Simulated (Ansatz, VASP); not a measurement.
Two plane-wave programs on MnGa3As4

File INCAR:

```
  ALGO = Normal
  EDIFF = 1E-6
  ENCUT = 520
  GGA = PE
  ISIF = 2
  ISMEAR = -1
  ISPIN = 2
  ISYM = 0
  LASPH = T
  LCHARG = T
  LELF = T
  LMAXMIX = 4
  LORBIT = 11
  LREAL = Auto
  LVHAR = T
  LWAVE = F
  MAGMOM = 1.8 -1.8 0 0 0 0 0 0 0 0 0 0 0 0 0 0
  NBANDS = 90
  NELM = 150
  PREC = Accurate
  SIGMA = 0.1
```

Contents of KPOINTS:

```
k-points
0
Gamma
  1 1 1
```

Contents of POSCAR:

```
MnGa3As4
1.0
   11.3200000000      0.0000000000      0.0000000000
    0.0000000000      5.6600000000      0.0000000000
    0.0000000000      0.0000000000      5.6600000000
Mn Ga As
2 6 8
Direct
    0.0001067000      0.0093380000      0.0080409000
    0.5021918000      0.4903018000      0.4991735000
    0.0016570000      0.5030702000      0.4854438000
    0.2501918000      0.0123285000      0.5080789000
    0.2441515000      0.5032460000      0.0002490000
    0.4957531000      0.0021346000      0.9992459000
    0.7478519000      0.9994119000      0.5002890000
    0.7533028000      0.4973794000      0.9934753000
    0.1289719000      0.2468124000      0.2633515000
    0.1261073000      0.7491471000      0.7453624000
    0.3709513000      0.2506224000      0.7472603000
    0.3752600000      0.7538657000      0.2598983000
    0.6261096000      0.2390176000      0.2675485000
    0.6293383000      0.7473862000      0.7476190000
    0.8737004000      0.2429498000      0.7449165000
    0.8727849000      0.7683002000      0.2513953000
```

Input for Ansatz:

```yaml
crystal:
  lattice:
    - [11.32, 0, 0]
    - [0, 5.66, 0]
    - [0, 0, 5.66]
  symmetry: { detect: false, time_reversal: true }
  atoms:
    - { symbol: Mn, position: [0.0001067, 0.009338, 0.0080409], spin: 1.8 }
    - { symbol: Ga, position: [0.001657, 0.5030702, 0.4854438] }
    - { symbol: Ga, position: [0.2501918, 0.0123285, 0.5080789] }
    - { symbol: Ga, position: [0.2441515, 0.503246, 0.000249] }
    - { symbol: As, position: [0.1289719, 0.2468124, 0.2633515] }
    - { symbol: As, position: [0.1261073, 0.7491471, 0.7453624] }
    - { symbol: As, position: [0.3709513, 0.2506224, 0.7472603] }
    - { symbol: As, position: [0.37526, 0.7538657, 0.2598983] }
    - { symbol: Ga, position: [0.4957531, 0.0021346, 0.9992459] }
    - { symbol: Mn, position: [0.5021918, 0.4903018, 0.4991735], spin: -1.8 }
    - { symbol: Ga, position: [0.7478519, 0.9994119, 0.500289] }
    - { symbol: Ga, position: [0.7533028, 0.4973794, 0.9934753] }
    - { symbol: As, position: [0.6261096, 0.2390176, 0.2675485] }
    - { symbol: As, position: [0.6293383, 0.7473862, 0.747619] }
    - { symbol: As, position: [0.8737004, 0.2429498, 0.7449165] }
    - { symbol: As, position: [0.8727849, 0.7683002, 0.2513953] }
hamiltonian:
  xc: pbe
  pseudopotentials: { kind: nc }
kpoints:
  mp_grid: { grid: [1, 1, 1], shift: [0, 0, 0] }
magnetization:
  spin_polarized: true
scf:
  occupations: { method: fermi_dirac }
```

Alike in both runs: task single point; functional PBE; k mesh 1 × 1 × 1; collinear spin.

|  | VASP | Ansatz |
| --- | --- | --- |
| version | VASP 6.6.1 | Ansatz development build ahead of 0.2.0 |
| potentials or method | VASP PAW PBE potentials, release 64 (Mn_pv, Ga_d, As) | norm-conserving potentials, plane waves, scalar-relativistic |
| plane-wave cutoff (eV) | 520 | 1306 |
| occupations | fermi-dirac, width 0.1 eV | fermi-dirac |

|  | VASP | Ansatz | Ansatz less VASP |
| --- | --- | --- | --- |
| net moment per atom (μB) | 0.00 | 0.37 | +0.371 |
| size of the moment on the site where the two differ most (μB) | 1.02 | 3.05 | +2.027 |

The net moments are unlike, so the other rows may belong to different states. Site moments also hang on the region over which each program counts them. Ansatz's warnings: seeded moment not kept, stability check not made.

The k mesh is coarse, so the values compare programs but aren't converged.
